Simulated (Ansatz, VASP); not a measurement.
## Cu in VASP and in Ansatz

Contents of INCAR:

```
PREC = Accurate ; ENCUT = 520
EDIFF = 1E-6 ; ISMEAR = 0
SIGMA = 0.15 ; LREAL = F
LASPH = T ; NELM = 60
ALGO = Fast ; ISIF = 2
LWAVE = F ; LCHARG = F
GGA = CA ; NBANDS = 18
```

File KPOINTS:

```
regular mesh
0
Gamma
  18 18 14
```

The input POSCAR:

```
Cu
1.0
    0.0000000000     -1.8075000000     -1.8075000000
    0.0000000000      1.8075000000     -1.8075000000
    3.6150000000      0.0000000000      0.0000000000
Cu
2
Direct
    0.5000000000      0.5000000000      0.5311203320
    0.0000000000      0.0000000000     -0.0311203320
```

Input for Ansatz:

```yaml
crystal:
  lattice:
    - [0.0, -1.8075, -1.8075]
    - [0.0, 1.8075, -1.8075]
    - [3.615, 0.0, 0.0]
  atoms:
    - { symbol: Cu, position: [0.5, 0.5, 0.531120332] }
    - { symbol: Cu, position: [0.0, 0.0, -0.031120332] }
basis:
  ecutwfc: 420
kpoints:
  mp_grid: { grid: [18, 18, 14] }
hamiltonian:
  xc: lda
scf:
  occupations: { method: gaussian, width: 0.15 }
output:
  forces: true
  stress: true
  eigenvalues: true
```

Change from the starting cell: mode 6 (219.1 1/cm) frozen in, largest displacement +0.113 Å.

Alike in both runs: task single point; functional LDA; k mesh 18 × 18 × 14; occupations gaussian, width 0.15 eV; no spin polarisation.

|  | VASP | Ansatz |
| --- | --- | --- |
| version | VASP 6.6.1 | Ansatz 0.2.0 |
| potentials or method | VASP PAW LDA potentials, release 64 (Cu), cutoff 520 eV | scalar-relativistic, plane waves, PAW |
| valence electrons in the cell | 22 | 38 |

Ansatz gave:

| Property | Result |
| --- | --- |
| gap on the k mesh at the Fermi level (eV) | none |
| pressure (GPa) | -7.9 |
| traceless stress, the component that is largest in VASP (GPa) | -0.28 |
| rms of the force components (eV/Å) | 0.767 |

Task: Estimate VASP's values.

Result: gap on the k mesh at the Fermi level (eV): none; pressure (GPa): -7.1; traceless stress, the component that is largest in VASP (GPa): -0.27; rms of the force components (eV/Å): 0.773.

LDA's correlation is that of Perdew and Zunger in VASP and of Perdew and Wang (1992) in Ansatz. Atom by atom the forces differ by 0.006 eV/Å (rms over components). A gap of «none» marks a metal or a gap that the smearing closes. VASP's potentials hold 22 valence electrons a cell and Ansatz's 38, so a difference there can come from the potentials and not from the codes.
